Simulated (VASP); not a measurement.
Write the native input for VASP 6.6.1 that does the following.

* Task: single point
* Functional: PBEsol
* Potentials or basis: VASP PAW PBE potentials, release 64 (Mn_pv, O)
* Cutoff: 520 eV
* k mesh: 10 × 10 × 10
* Occupations: fermi-dirac, width 0.05 eV
* Spin: collinear spin, ferromagnetic start
* Starting moments: [4.0, 0.0] μB
* Dipole correction: no
* Further INCAR settings: ALGO = Normal; EDIFF = 1e-07; NBANDS = 20

The structure of MnO lies in POSCAR:

```
MnO
1.0
    0.0000000000      2.1339998266      2.1339998266
    2.1339998266      0.0000000000      2.1339998266
    2.1339998266      2.1339998266      0.0000000000
Mn O
1 1
Direct
    0.0000000000      0.0000000000      0.0000000000
    0.5000000000      0.5000000000      0.5000000000
```

The input as run:

INCAR

```
SYSTEM = MnO
ALGO = Normal
EDIFF = 1E-7
ENCUT = 520
GGA = PS
ISIF = 2
ISMEAR = -1
ISPIN = 2
LASPH = .True.
LCHARG = .False.
LMAXMIX = 4
LORBIT = 11
LREAL = .False.
LWAVE = .False.
MAGMOM = 4 0
NBANDS = 20
NELM = 150
PREC = Accurate
SIGMA = 0.05
```

KPOINTS

```
k-points
0
Gamma
  10 10 10
  0 0 0
```

Potentials or basis: VASP PAW PBE potentials, release 64 (Mn_pv, O).

Launch:

```sh
$ cat potpaw_PBE.64/Mn_pv/POTCAR potpaw_PBE.64/O/POTCAR > POTCAR
$ mpirun -np 1 vasp_std > vasp.out
```

It gave:

| Property | Result |
| --- | --- |
| Pressure | 5.6 GPa |
| Net moment | 4.29 μB per cell |
| Site moments | Mn +3.95; O +0.16 μB |
| Valence electrons inside the program's atomic spheres | Mn 11.51; O 4.99 |

Caveat: the cell stands under pressure; the PAW data sets were made with another functional, which shifts forces and pressure a little; a cell with one magnetic atom can't hold antiferromagnetic order, which such compounds often take.

It took 41 s on 1 thread of Intel Xeon 8259CL (shared host), peak memory 0.17 GiB.
